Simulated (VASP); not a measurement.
# Pb (Pm-3m) in VASP: single point with PBEsol

Aim: the single point of Pb with PBEsol.

Everything below comes from runs of VASP 6.6.1. Logs are shortened: lines on timing, memory, paths and dates and some standing lists are left out, and cuts for length are marked.

## 1. The cell of the first run

It takes space group Pm-3m (No. 221, cubic). Conventional cell: a = 5.411 Å, b = 5.411 Å, c = 5.411 Å, α = 90.00°, β = 90.00°, γ = 90.00°.

This isn't the form of Pb at room conditions, which is fcc.

## 2. Single point, PBEsol

Input file INCAR:

```
SYSTEM = Pb
PREC = Accurate
ENCUT = 500
EDIFF = 1E-6
ISMEAR = -1
SIGMA = 0.1
LREAL = .False.
LASPH = .True.
NELM = 120
ALGO = Normal
ISIF = 2
LWAVE = .False.
LCHARG = .False.
GGA = PS
NBANDS = 13
GGA_COMPAT = .False.
```

Input file KPOINTS:

```
regular mesh
0
Gamma
  5 5 5
  0 0 0
```

Input file POSCAR:

```
Pb
1.0
    5.4109010000      0.0000000000      0.0000000000
    0.0000000000      5.4109010000      0.0000000000
    0.0000000000      0.0000000000      5.4109010000
Pb
1
Direct
    0.0000000000      0.0000000000      0.0000000000
```

Potentials or basis: VASP PAW PBE potentials, release 64 (Pb_d).

Command:

```sh
> cat potpaw_PBE.64/Pb_d/POTCAR > POTCAR
> mpirun -np 1 vasp_std > vasp.out
```

OUTCAR:

```text
SYSTEM = Pb
   PREC = Accurate
   ENCUT = 500
   EDIFF = 1E-6
   ISMEAR = -1
   LREAL = .False.
   LASPH = .True.
   NELM = 120
   ISIF = 2
   GGA = PS

 ion  position               nearest neighbor table
   1  0.000  0.000  0.000-

  LATTYP: Found a simple cubic cell.
 ALAT       =     5.4109010000

  Lattice vectors:

 A1 = (   5.4109010000,   0.0000000000,   0.0000000000)
 A2 = (   0.0000000000,   5.4109010000,   0.0000000000)
 A3 = (   0.0000000000,   0.0000000000,   5.4109010000)

Analysis of symmetry for initial positions (statically):
=====================================================================
 Subroutine PRICEL returns:
 Original cell was already a primitive cell.

 Routine SETGRP: Setting up the symmetry group for a
 simple cubic supercell.

 Subroutine GETGRP returns: Found 48 space group operations
 (whereof 48 operations were pure point group operations)
 out of a pool of 48 trial point group operations.

The static configuration has the point symmetry O_h .

Analysis of symmetry for dynamics (positions and initial velocities):
=====================================================================
 Subroutine PRICEL returns:
 Original cell was already a primitive cell.

 Routine SETGRP: Setting up the symmetry group for a
 simple cubic supercell.

 Subroutine GETGRP returns: Found 48 space group operations
 (whereof 48 operations were pure point group operations)
 out of a pool of 48 trial point group operations.

The dynamic configuration has the point symmetry O_h .

 Subroutine INISYM returns: Found 48 space group operations
 (whereof 48 operations are pure point group operations),
 and found     1 'primitive' translations

----------------------------------------------------------------------------------------

                                     Primitive cell

  volume of cell :     158.4195

  direct lattice vectors                    reciprocal lattice vectors
     5.410901000  0.000000000  0.000000000     0.184812104  0.000000000  0.000000000
     0.000000000  5.410901000  0.000000000     0.000000000  0.184812104  0.000000000
     0.000000000  0.000000000  5.410901000     0.000000000  0.000000000  0.184812104

  length of vectors
     5.410901000  5.410901000  5.410901000     0.184812104  0.184812104  0.184812104

  position of ions in fractional coordinates (direct lattice)
     0.000000000  0.000000000  0.000000000

  ion indices of the primitive-cell ions
   primitive index   ion index
                 1           1

----------------------------------------------------------------------------------------

 KPOINTS: regular mesh

Automatic generation of k-mesh.
 Grid dimensions read from file:
 generate k-points for:    5    5    5

 Generating k-lattice:

  Cartesian coordinates                     Fractional coordinates (reciprocal lattice)
     0.036962421  0.000000000  0.000000000     0.200000000  0.000000000  0.000000000
     0.000000000  0.036962421  0.000000000     0.000000000  0.200000000  0.000000000
     0.000000000  0.000000000  0.036962421     0.000000000  0.000000000  0.200000000

  Length of vectors
     0.036962421  0.036962421  0.036962421

  Shift w.r.t. Gamma in fractional coordinates (k-lattice)
     0.000000000  0.000000000  0.000000000

 Subroutine IBZKPT returns following result:
 ===========================================

 Found     10 irreducible k-points:

 Following reciprocal coordinates:
            Coordinates               Weight
  0.000000  0.000000  0.000000      1.000000
  0.200000  0.000000  0.000000      6.000000
  0.400000  0.000000  0.000000      6.000000
  0.200000  0.200000  0.000000     12.000000
  0.400000  0.200000  0.000000     24.000000
  0.400000  0.400000  0.000000     12.000000
  0.200000  0.200000  0.200000      8.000000
  0.400000  0.200000  0.200000     24.000000
  0.400000  0.400000  0.200000     24.000000
  0.400000  0.400000  0.400000      8.000000
   k-points           NKPTS =     10   k-points in BZ     NKDIM =     10   number of bands    NBANDS=     13
   number of dos      NEDOS =    301   number of ions     NIONS =      1
   total plane-waves  NPLWV =  64000
   dimension x,y,z NGX =    40 NGY =   40 NGZ =   40
   dimension x,y,z NGXF=    80 NGYF=   80 NGZF=   80
   ions per type =               1
   NGX,Y,Z   is equivalent  to a cutoff of  12.29, 12.29, 12.29 a.u.
   NGXF,Y,Z  is equivalent  to a cutoff of  24.58, 24.58, 24.58 a.u.
 SYSTEM =  Pb
   PREC   = accura    normal or accurate (medium, high low for compatibility)
   ISTART =      0    job   : 0-new  1-cont  2-samecut
   ICHARG =      2    charge: 1-file 2-atom 10-const
   ISPIN  =      1    spin polarized calculation?
   LNONCOLLINEAR =      F non collinear calculations
   LSORBIT =      F    spin-orbit coupling
   LASPH  =      T    aspherical Exc in radial PAW
   ENCUT  =  500.0 eV  36.75 Ry    6.06 a.u.   9.87  9.87  9.87*2*pi/ulx,y,z
   NELM   =    120;   NELMIN=  2; NELMDL= -5     # of ELM steps
   EDIFF  = 0.1E-05   stopping-criterion for ELM
   LREAL  =      F    real-space projection
   EDIFFG = 0.1E-04   stopping-criterion for IOM
   NSW    =      0    number of steps for IOM
   IBRION =     -1    ionic relax: 0-MD 1-quasi-New 2-CG
   NFREE  =      0    steps in history (QN), initial steepest desc. (CG)
   ISIF   =      2    stress and relaxation
   ISYM   =      2    0-nonsym 1-usesym 2-fastsym
   POTIM  = 0.5000    time-step for ionic-motion
   TEBEG  =    0.0;   TEEND  =   0.0 temperature during run
   PSTRESS=    0.0 pullay stress
   NELECT =      14.0000    total number of electrons
   NUPDOWN=      -1.0000    fix difference up-down
   EMIN   =  10.00;   EMAX   =-10.00  energy-range for DOS
   EFERMI =   0.00;   METHOD = LEGACY
   ISMEAR =    -1;   SIGMA  =   0.10  broadening in eV -4-tet -1-fermi 0-gaus
   EFERMI_NEDOS =   21; number of points for ismear=-14 and -15
   IALGO  =     38    algorithm
   IMIX   =      4    mixing-type and parameters
     AMIX     =   0.40;   BMIX     =  1.00
     AMIX_MAG =   1.60;   BMIX_MAG =  1.00
  volume/ion in A,a.u.               =     158.42      1069.07
  Fermi-wavevector in a.u.,A,eV,Ry     =   0.729202  1.377992  7.234704  0.531736
  Thomas-Fermi vector in A             =   1.820865
   LORBIT       =      0    0 simple, 1 ext, 2 COOP (PROOUT), +10 PAW based schemes
   GGA     = PS    functional components
   LHFCALC =     F    Hartree Fock is set to
   AEXX    =    0.0000 exact exchange contribution
   IVDW    =     0    specifies the selected vdW correction
   LEPSILON=     F    determine dielectric tensor
   LRPA    =     F    only Hartree local field effects (RPA)
 non-spin polarized calculation
  energy-cutoff  :      500.00
  volume of cell :      158.42
 maximum number of plane-waves:      4036
 NGX is ok and might be reduce to    40
   NGX = 19   NGY = 19   NGZ = 19

 number of electron      14.0000007 magnetization

 Free energy of the ion-electron system (eV)
  ---------------------------------------------------
  ext. energy  EPLUGINS =         0.00000000
  ---------------------------------------------------
  free energy    TOTEN  =        -1.00405942 eV

  energy without entropy =       -0.86683362  energy(sigma->0) =       -0.93544652

 E-fermi :  -1.6971     XC(G=0):  -4.3421

 val. band max:       -1.7117176698   @ k =   0.4000   0.4000   0.4000
 cond. band min:      -1.6669161927   @ k =   0.4000   0.4000   0.4000
 fundamental gap:      0.0448014771
 Fermi energy:        -1.6970717016

 k-point     1 :       0.0000    0.0000    0.0000
  band No.  band energies     occupation
      1     -19.2911      2.00000
      2     -19.2911      2.00000
      3     -19.2911      2.00000
      4     -19.2911      2.00000
      5     -19.2911      2.00000
      6     -10.1934      2.00000
      7      -0.9678      0.00136
      8      -0.9678      0.00136
      9      -0.9678      0.00136
     10       0.6097      0.00000
     11       3.2489      0.00000
     12       3.2489      0.00000
     13       6.5325      0.00000

 k-point     2 :       0.2000    0.0000    0.0000
  band No.  band energies     occupation
      1     -19.2913      2.00000
      2     -19.2913      2.00000
      3     -19.2911      2.00000
      4     -19.2911      2.00000
      5     -19.2904      2.00000
      6     -10.1739      2.00000
      7      -1.5275      0.31011
      8      -0.9207      0.00085
      9      -0.9207      0.00085
     10       1.1262      0.00000
     11       3.4075      0.00000
     12       3.7246      0.00000
     13       5.5852      0.00000

 k-point     3 :       0.4000    0.0000    0.0000
  band No.  band energies     occupation
      1     -19.2915      2.00000
      2     -19.2915      2.00000
      3     -19.2911      2.00000
      4     -19.2911      2.00000
      5     -19.2893      2.00000
      6     -10.1416      2.00000
      7      -2.1020      1.96573
      8      -0.8401      0.00038
      9      -0.8401      0.00038
     10       1.7776      0.00000
     11       3.4974      0.00000
     12       3.7818      0.00000
     13       5.0171      0.00000
[... 81 lines left out ...]
 k-point     9 :       0.4000    0.4000    0.2000
  band No.  band energies     occupation
      1     -19.2919      2.00000
      2     -19.2917      2.00000
      3     -19.2916      2.00000
      4     -19.2895      2.00000
      5     -19.2884      2.00000
      6     -10.0744      2.00000
      7      -1.8264      1.56949
      8      -1.7882      1.42654
      9      -1.1589      0.00916
     10       2.2864      0.00000
     11       3.4804      0.00000
     12       3.7352      0.00000
     13       4.3635      0.00000

 k-point    10 :       0.4000    0.4000    0.4000
  band No.  band energies     occupation
      1     -19.2919      2.00000
      2     -19.2919      2.00000
      3     -19.2919      2.00000
      4     -19.2884      2.00000
      5     -19.2884      2.00000
      6     -10.0449      2.00000
      7      -1.7117      1.07310
      8      -1.6669      0.85035
      9      -1.6669      0.85035
     10       2.5821      0.00000
     11       2.9258      0.00000
     12       2.9258      0.00000
     13       4.4996      0.00000

------------------------ aborting loop because EDIFF is reached ----------------------------------------

  FORCE on cell =-STRESS in cart. coord.  units (eV):
  Direction    XX          YY          ZZ          XY          YZ          ZX
  --------------------------------------------------------------------------------------
  -------------------------------------------------------------------------------------
  Total       -1.3593573     -1.3593573     -1.3593573      0.0000000      0.0000000      0.0000000
  in kB      -13.7478707    -13.7478707    -13.7478707      0.0000000      0.0000000      0.0000000
  external PRESSURE =     -13.7478707 kB  Pullay stress =       0.0000000 kB

 VOLUME and BASIS-vectors are now :
 -----------------------------------------------------------------------------
  energy-cutoff  :      500.00
  volume of cell :      158.42
      direct lattice vectors                 reciprocal lattice vectors
     5.410901000  0.000000000  0.000000000     0.184812104  0.000000000  0.000000000
     0.000000000  5.410901000  0.000000000     0.000000000  0.184812104  0.000000000
     0.000000000  0.000000000  5.410901000     0.000000000  0.000000000  0.184812104

 POSITION                                       TOTAL-FORCE (eV/Angst)
 -----------------------------------------------------------------------------------
      0.00000      0.00000      0.00000         0.000000      0.000000      0.000000
 -----------------------------------------------------------------------------------
    total drift:                               -0.000000     -0.000000     -0.000000

  FREE ENERGIE OF THE ION-ELECTRON SYSTEM (eV)
  ---------------------------------------------------
  free  energy   TOTEN  =        -1.0040594199 eV

  energy  without entropy=       -0.8668336207  energy(sigma->0) =       -0.93544652
```

Wall time 16 s (1 thread of AMD EPYC 7R43 (Zen 3), shared host); peak memory 0.19 GiB.

What came out:

```yaml
Free_energy: -1.0041 eV
Pressure: -1.4 GPa
Band_gap_on_the_k_mesh: zero (bands 7 and 8 overlap by 0.89 eV)
```

Levels at points of the mesh, in eV from the Fermi level:
```csv
k point,band 4,band 5,band 6,band 7,band 8,band 9,band 10,band 11
"(0.00, 0.00, 0.00)",-17.59,-17.59,-8.50,0.73,0.73,0.73,2.31,4.95
```

Caveat: the PAW data sets were made with another functional, which shifts forces and pressure a little; spin-orbit coupling is left out, which moves the levels of the heavy elements.
